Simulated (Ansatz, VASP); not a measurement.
MgSc2C2 in VASP and in Ansatz

```
Mg Sc C
1.0
     4.21997    0.00000    0.00000
    -2.10999    3.65461    0.00000
     0.00000    0.00000    5.49980
Mg Sc C
1 2 2
Cartesian
  0.0000 0.0000 2.1971
  0.0000 2.4364 4.9441
  2.1100 1.2182 4.9441
  0.0000 0.0000 4.2494
  0.0000 0.0000 0.1445
```

Alike in both runs: functional PBE; k mesh 6 × 6 × 4; occupations gaussian, width 0.1 eV; no spin polarisation.

Ansatz relaxed the structure, and its values are those at the end. VASP's run is a single point on that final structure, the one shown.

|  | VASP | Ansatz |
| --- | --- | --- |
| version | VASP 6.6.1 | Ansatz 0.2.0 |
| potentials or method | VASP PAW PBE potentials, release 64 (Mg_sv, Sc_sv, C), cutoff 750 eV | scalar-relativistic, plane waves, PAW |
| valence electrons in the cell | 40 | 40 |

|  | VASP | Ansatz | Ansatz less VASP |
| --- | --- | --- | --- |
| gap on the k mesh at the Fermi level (eV) | none | none | - |
| pressure (GPa) | 0.2 | 0.0 | -0.19 |
| rms of the force components (eV/Å) | 0.024 | 0.009 | -0.0150 |

A gap of «none» marks a metal or a gap that the smearing closes. With one functional, cell and mesh, what is left measures potentials, basis and numerics.
